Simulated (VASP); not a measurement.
# W (Im-3m) in VASP: further runs

The runs below take W through single point, relaxation of cell and atoms, with PBE.

Everything below comes from runs of VASP 6.6.1. Logs are shortened: lines on timing, memory, paths and dates and some standing lists are left out, and cuts for length are marked.

### Step 1. The cell of the first run

It takes space group Im-3m (No. 229, cubic). Conventional cell: a = 3.184 Å, b = 3.184 Å, c = 3.184 Å, α = 90.00°, β = 90.00°, γ = 90.00°. W (site symmetry m-3m) has 14 W at 2.76 to 3.18 Å within 3.6 Å.

### Step 2. Single point, PBE

Contents of INCAR:

```
SYSTEM = W
PREC = Accurate
ENCUT = 520
EDIFF = 1E-7
ISMEAR = 0
SIGMA = 0.1
LREAL = .FALSE.
LASPH = .TRUE.
NELM = 80
ALGO = Fast
ISIF = 2
LWAVE = .FALSE.
LCHARG = .TRUE.
GGA = PE
LELF = .TRUE.
LVHAR = .TRUE.
NBANDS = 13
```

Contents of KPOINTS:

```
Automatic mesh
0
G
  18 18 18
  0 0 0
```

Contents of POSCAR:

```
W
1.0
   -1.5917815771      1.5917815771      1.5917815771
    1.5917815771     -1.5917815771      1.5917815771
    1.5917815771      1.5917815771     -1.5917815771
W
1
Direct
    0.0000000000      0.0000000000      0.0000000000
```

Potentials or basis: VASP PAW PBE potentials, release 64 (W_sv).

On the command line:

```
> cat potpaw_PBE.64/W_sv/POTCAR > POTCAR
> mpirun -np 1 vasp_std > vasp.out
```

OUTCAR:

```text
SYSTEM = W
   PREC = Accurate
   ENCUT = 520
   EDIFF = 1E-7
   ISMEAR = 0
   LREAL = .FALSE.
   LASPH = .TRUE.
   NELM = 80
   ISIF = 2
   GGA = PE

 ion  position               nearest neighbor table
   1  0.000  0.000  0.000-

  LATTYP: Found a body centered cubic cell.
 ALAT       =     3.1835631542

  Lattice vectors:

 A1 = (  -1.5917815771,   1.5917815771,   1.5917815771)
 A2 = (   1.5917815771,  -1.5917815771,   1.5917815771)
 A3 = (   1.5917815771,   1.5917815771,  -1.5917815771)

Analysis of symmetry for initial positions (statically):
=====================================================================
 Subroutine PRICEL returns:
 Original cell was already a primitive cell.

 Routine SETGRP: Setting up the symmetry group for a
 body centered cubic supercell.

 Subroutine GETGRP returns: Found 48 space group operations
 (whereof 48 operations were pure point group operations)
 out of a pool of 48 trial point group operations.

The static configuration has the point symmetry O_h .

Analysis of symmetry for dynamics (positions and initial velocities):
=====================================================================
 Subroutine PRICEL returns:
 Original cell was already a primitive cell.

 Routine SETGRP: Setting up the symmetry group for a
 body centered cubic supercell.

 Subroutine GETGRP returns: Found 48 space group operations
 (whereof 48 operations were pure point group operations)
 out of a pool of 48 trial point group operations.

The dynamic configuration has the point symmetry O_h .

 Subroutine INISYM returns: Found 48 space group operations
 (whereof 48 operations are pure point group operations),
 and found     1 'primitive' translations

----------------------------------------------------------------------------------------

                                     Primitive cell

  volume of cell :      16.1328

  direct lattice vectors                    reciprocal lattice vectors
    -1.591781577  1.591781577  1.591781577     0.000000000  0.314113448  0.314113448
     1.591781577 -1.591781577  1.591781577     0.314113448  0.000000000  0.314113448
     1.591781577  1.591781577 -1.591781577     0.314113448  0.314113448  0.000000000

  length of vectors
     2.757046566  2.757046566  2.757046566     0.444223499  0.444223499  0.444223499

  position of ions in fractional coordinates (direct lattice)
     0.000000000  0.000000000  0.000000000

  ion indices of the primitive-cell ions
   primitive index   ion index
                 1           1

----------------------------------------------------------------------------------------

 KPOINTS: Automatic mesh

Automatic generation of k-mesh.
 Grid dimensions read from file:
 generate k-points for:   18   18   18

 Generating k-lattice:

  Cartesian coordinates                     Fractional coordinates (reciprocal lattice)
     0.000000000  0.017450747  0.017450747     0.055555556  0.000000000  0.000000000
     0.017450747  0.000000000  0.017450747     0.000000000  0.055555556  0.000000000
     0.017450747  0.017450747  0.000000000     0.000000000  0.000000000  0.055555556

  Length of vectors
     0.024679083  0.024679083  0.024679083

  Shift w.r.t. Gamma in fractional coordinates (k-lattice)
     0.000000000  0.000000000  0.000000000

 Subroutine IBZKPT returns following result:
 ===========================================

 Found    195 irreducible k-points:

 Following reciprocal coordinates:
            Coordinates               Weight
  0.000000  0.000000  0.000000      1.000000
  0.055556  0.000000  0.000000     12.000000
  0.111111  0.000000  0.000000     12.000000
  0.166667  0.000000  0.000000     12.000000
  0.222222  0.000000  0.000000     12.000000
  0.277778  0.000000  0.000000     12.000000
[... 16 lines left out ...]
  0.333333  0.111111 -0.000000     48.000000
  0.388889  0.111111  0.000000     48.000000
 [... further k-points ...]
   k-points           NKPTS =    195   k-points in BZ     NKDIM =    195   number of bands    NBANDS=     13
   number of dos      NEDOS =    301   number of ions     NIONS =      1
   total plane-waves  NPLWV =  13824
   dimension x,y,z NGX =    24 NGY =   24 NGZ =   24
   dimension x,y,z NGXF=    48 NGYF=   48 NGZF=   48
   ions per type =               1
   NGX,Y,Z   is equivalent  to a cutoff of  14.47, 14.47, 14.47 a.u.
   NGXF,Y,Z  is equivalent  to a cutoff of  28.94, 28.94, 28.94 a.u.
 SYSTEM =  W
   PREC   = accura    normal or accurate (medium, high low for compatibility)
   ISTART =      0    job   : 0-new  1-cont  2-samecut
   ICHARG =      2    charge: 1-file 2-atom 10-const
   ISPIN  =      1    spin polarized calculation?
   LNONCOLLINEAR =      F non collinear calculations
   LSORBIT =      F    spin-orbit coupling
   LASPH  =      T    aspherical Exc in radial PAW
   ENCUT  =  520.0 eV  38.22 Ry    6.18 a.u.   5.13  5.13  5.13*2*pi/ulx,y,z
   NELM   =     80;   NELMIN=  2; NELMDL= -5     # of ELM steps
   EDIFF  = 0.1E-06   stopping-criterion for ELM
   LREAL  =      F    real-space projection
   EDIFFG = 0.1E-05   stopping-criterion for IOM
   NSW    =      0    number of steps for IOM
   IBRION =     -1    ionic relax: 0-MD 1-quasi-New 2-CG
   NFREE  =      0    steps in history (QN), initial steepest desc. (CG)
   ISIF   =      2    stress and relaxation
   ISYM   =      2    0-nonsym 1-usesym 2-fastsym
   POTIM  = 0.5000    time-step for ionic-motion
   TEBEG  =    0.0;   TEEND  =   0.0 temperature during run
   PSTRESS=    0.0 pullay stress
   NELECT =      14.0000    total number of electrons
   NUPDOWN=      -1.0000    fix difference up-down
   EMIN   =  10.00;   EMAX   =-10.00  energy-range for DOS
   EFERMI =   0.00;   METHOD = LEGACY
   ISMEAR =     0;   SIGMA  =   0.10  broadening in eV -4-tet -1-fermi 0-gaus
   EFERMI_NEDOS =   21; number of points for ismear=-14 and -15
   IALGO  =     68    algorithm
   IMIX   =      4    mixing-type and parameters
     AMIX     =   0.40;   BMIX     =  1.00
     AMIX_MAG =   1.60;   BMIX_MAG =  1.00
  volume/ion in A,a.u.               =      16.13       108.87
  Fermi-wavevector in a.u.,A,eV,Ry     =   1.561519  2.950844 33.175666  2.438343
  Thomas-Fermi vector in A             =   2.664573
   LORBIT       =      0    0 simple, 1 ext, 2 COOP (PROOUT), +10 PAW based schemes
   GGA     = PE    functional components
   LHFCALC =     F    Hartree Fock is set to
   AEXX    =    0.0000 exact exchange contribution
   IVDW    =     0    specifies the selected vdW correction
   LEPSILON=     F    determine dielectric tensor
   LRPA    =     F    only Hartree local field effects (RPA)
 non-spin polarized calculation
 RMM-DIIS sequential band-by-band and
 Gauss-broadening in eV      SIGMA  =   0.10
  energy-cutoff  :      520.00
  volume of cell :       16.13
 maximum number of plane-waves:       466
 NGX is ok and might be reduce to    24
   NGX = 11   NGY = 11   NGZ = 11

 number of electron      14.0000002 magnetization

 Free energy of the ion-electron system (eV)
  ---------------------------------------------------
  ext. energy  EPLUGINS =         0.00000000
  ---------------------------------------------------
  free energy    TOTEN  =       -12.95114121 eV

  energy without entropy =      -12.94756941  energy(sigma->0) =      -12.94935531

 E-fermi :  11.1894     XC(G=0): -13.5408

 val. band max:       11.1852941588   @ k =  -0.2778   0.3333   0.2222
 cond. band min:      11.2015641060   @ k =   0.5000   0.5000   0.2222
 fundamental gap:      0.0162699472
 Fermi energy:        11.1894112298

 k-point     1 :       0.0000    0.0000    0.0000
  band No.  band energies     occupation
      1     -63.0112      2.00000
      2     -26.5989      2.00000
      3     -26.5989      2.00000
      4     -26.5989      2.00000
      5       1.6510      2.00000
      6       9.9933      2.00000
      7       9.9933      2.00000
      8       9.9933      2.00000
      9      13.4127      0.00000
     10      13.4127      0.00000
     11      25.6671      0.00000
     12      25.6671      0.00000
     13      25.6671      0.00000

 k-point     2 :       0.0556    0.0000    0.0000
  band No.  band energies     occupation
      1     -63.0075      2.00000
      2     -26.6385      2.00000
      3     -26.6113      2.00000
      4     -26.5991      2.00000
      5       1.7977      2.00000
      6       9.9039      2.00000
      7       9.9735      2.00000
      8      10.1343      2.00000
      9      13.2691      0.00000
     10      13.4136      0.00000
     11      25.7925      0.00000
     12      25.9170      0.00000
     13      26.0252      0.00000

 k-point     3 :       0.1111    0.0000    0.0000
  band No.  band energies     occupation
      1     -62.9968      2.00000
      2     -26.7512      2.00000
      3     -26.6468      2.00000
      4     -26.5996      2.00000
      5       2.2221      2.00000
      6       9.6572      2.00000
      7       9.8876      2.00000
      8      10.5529      2.00000
      9      12.9606      0.00000
     10      13.4233      0.00000
     11      26.1057      0.00000
     12      26.6440      0.00000
     13      26.9373      0.00000

 k-point     4 :       0.1667    0.0000    0.0000
  band No.  band energies     occupation
      1     -62.9804      2.00000
      2     -26.9208      2.00000
      3     -26.7008      2.00000
      4     -26.6004      2.00000
      5       2.8728      2.00000
      6       9.3049      2.00000
      7       9.6927      2.00000
      8      11.2350      0.51913
      9      12.7322      0.00000
     10      13.4589      0.00000
     11      26.3748      0.00000
     12      27.7905      0.00000
     13      27.9002      0.00000

 k-point     5 :       0.2222    0.0000    0.0000
  band No.  band energies     occupation
      1     -62.9602      2.00000
      2     -27.1239      2.00000
      3     -26.7663      2.00000
      4     -26.6014      2.00000
      5       3.6491      2.00000
      6       8.9082      2.00000
      7       9.4485      2.00000
      8      12.1551      0.00000
      9      12.7256      0.00000
     10      13.5383      0.00000
     11      26.1861      0.00000
     12      27.9687      0.00000
     13      29.2845      0.00000
[... 257 lines left out ...]
 k-point    22 :       0.2778    0.1111    0.0000
  band No.  band energies     occupation
      1     -62.9129      2.00000
      2     -27.5255      2.00000
      3     -26.9232      2.00000
      4     -26.6553      2.00000
      5       5.2664      2.00000
      6       8.2215      2.00000
      7       9.2301      2.00000
      8      12.8232      0.00000
      9      14.1141      0.00000
     10      15.1790      0.00000
     11      24.2606      0.00000
     12      25.6884      0.00000
     13      30.0277      0.00000

 k-point    23 :       0.3333    0.1111   -0.0000
  band No.  band energies     occupation
      1     -62.8973      2.00000
      2     -27.6554      2.00000
      3     -26.9864      2.00000
      4     -26.6575      2.00000
      5       5.4488      2.00000
      6       7.9949      2.00000
      7       9.8651      2.00000
      8      13.0974      0.00000
      9      14.2517      0.00000
     10      16.4469      0.00000
     11      22.9968      0.00000
     12      24.4163      0.00000
     13      28.7516      0.00000

 k-point    24 :       0.3889    0.1111    0.0000
  band No.  band energies     occupation
      1     -62.8871      2.00000
      2     -27.7389      2.00000
      3     -27.0278      2.00000
      4     -26.6588      2.00000
      5       5.4562      2.00000
      6       7.8559      2.00000
      7      10.5772      2.00000
      8      13.1787      0.00000
      9      14.4732      0.00000
     10      17.4667      0.00000
     11      21.8667      0.00000
     12      23.6674      0.00000
     13      27.7498      0.00000

 [... further k-points ...]

------------------------ aborting loop because EDIFF is reached ----------------------------------------

  FORCE on cell =-STRESS in cart. coord.  units (eV):
  Direction    XX          YY          ZZ          XY          YZ          ZX
  --------------------------------------------------------------------------------------
  -------------------------------------------------------------------------------------
  Total        0.0508416      0.0508416      0.0508416      0.0000000      0.0000000      0.0000000
  in kB        5.0491632      5.0491632      5.0491632      0.0000000      0.0000000      0.0000000
  external PRESSURE =       5.0491632 kB  Pullay stress =       0.0000000 kB

 VOLUME and BASIS-vectors are now :
 -----------------------------------------------------------------------------
  energy-cutoff  :      520.00
  volume of cell :       16.13
      direct lattice vectors                 reciprocal lattice vectors
    -1.591781577  1.591781577  1.591781577     0.000000000  0.314113448  0.314113448
     1.591781577 -1.591781577  1.591781577     0.314113448  0.000000000  0.314113448
     1.591781577  1.591781577 -1.591781577     0.314113448  0.314113448  0.000000000

 POSITION                                       TOTAL-FORCE (eV/Angst)
 -----------------------------------------------------------------------------------
      0.00000      0.00000      0.00000        -0.000000      0.000000     -0.000000
 -----------------------------------------------------------------------------------
    total drift:                               -0.000000      0.000000      0.000000

  FREE ENERGIE OF THE ION-ELECTRON SYSTEM (eV)
  ---------------------------------------------------
  free  energy   TOTEN  =       -12.9511412117 eV

  energy  without entropy=      -12.9475694052  energy(sigma->0) =      -12.94935531
```

It took 29 s on 1 thread of AMD EPYC 9R45 (Zen 5), shared host; peak memory 0.13 GiB.

What came out:

```
Free energy            : -12.9511 eV
Pressure               : 0.5 GPa
Band gap on the k mesh : zero (band 7 reaches 16.23 eV, above the bottom of band 8 at 9.99 eV)
```

Levels at points of the mesh, in eV from the Fermi level:
```tsv
k point	band 4	band 5	band 6	band 7	band 8	band 9	band 10	band 11
(0.00, 0.00, 0.00)	-37.79	-9.54	-1.20	-1.20	-1.20	2.22	2.22	14.48
(0.50, 0.00, 0.00)	-37.79	-6.16	-3.48	0.62	2.11	3.06	6.00	10.80
(0.50, 0.50, 0.50)	-38.64	-5.69	-5.69	5.04	5.04	5.04	8.11	8.11
```

Caveat: spin-orbit coupling is left out, which moves the levels of the heavy elements.

### Step 3. Relaxation of cell and atoms, PBE

This run uses another cell than the first one, of 15.93 Å³/atom, 0.988 times its volume.

Contents of INCAR:

```
  ALGO = Fast
  EDIFF = 1E-6
  EDIFFG = -0.005
  ENCUT = 600
  GGA = PE
  IBRION = 2
  ISIF = 3
  ISMEAR = 0
  LASPH = T
  LCHARG = F
  LREAL = F
  LWAVE = F
  NELM = 100
  NSW = 100
  PREC = Accurate
  SIGMA = 0.1
```

Contents of KPOINTS:

```
k-points
0
Gamma
  18 18 18
```

Contents of POSCAR:

```
W
1.0
   -1.5851577801      1.5851577801      1.5851577801
    1.5851577801     -1.5851577801      1.5851577801
    1.5851577801      1.5851577801     -1.5851577801
W
1
Direct
    0.0000000000      0.0000000000      0.0000000000
```

Potentials or basis: VASP PAW PBE potentials, release 64 (W_sv).

On the command line:

```
> cat potpaw_PBE.64/W_sv/POTCAR > POTCAR
> mpirun -np 1 vasp_std > vasp.out
```

Wall time 63 s (1 thread of AMD EPYC 9R45 (Zen 5), shared host); peak memory 0.15 GiB.

The run converged. Its results:

```
Free energy                            : -12.9514 eV
Relaxed volume                         : 16.16 Å³/atom
Relaxed cell                           : a = 2.759 Å, b = 2.759 Å, c = 2.759 Å, α = 109.47°, β = 109.47°, γ = 109.47°
Space group after relaxing (to 0.05 Å) : Im-3m (No. 229)
Energy gained by relaxing              : 3.2 meV/atom
Ionic steps                            : 4
Pressure after relaxing                : 0.0 GPa
Band gap on the k mesh                 : zero (band 7 reaches 16.20 eV, above the bottom of band 8 at 9.97 eV)
```

The path:
```tsv
step	energy change (eV)	largest force (eV/Å)	pressure (GPa)	volume (Å³)
1	0.0000	0.0000	4.54	15.93
2	0.0345	0.0000	-13.76	17.00
3	-0.0032	0.0000	-0.10	16.17
4	-0.0032	0.0000	-0.02	16.16
```

Final structure:
```
W
1.0
    -1.59270    1.59270    1.59270
     1.59270   -1.59270    1.59270
     1.59270    1.59270   -1.59270
W
1
Cartesian
  0.0000 0.0000 0.0000
```

Levels at points of the mesh, in eV from the Fermi level:
| k point | band 5 | band 6 | band 7 | band 8 | band 9 | band 10 |
| --- | --- | --- | --- | --- | --- | --- |
| (0.00, 0.00, 0.00) | -9.53 | -1.19 | -1.19 | -1.19 | 2.22 | 2.22 |
| (0.50, 0.00, 0.00) | -6.15 | -3.47 | 0.61 | 2.10 | 3.06 | 5.98 |
| (0.50, 0.50, 0.50) | -5.68 | -5.68 | 5.03 | 5.03 | 5.03 | 8.09 |

Caveat: spin-orbit coupling is left out, which moves the levels of the heavy elements.

(Continued in part 2 of 2.)
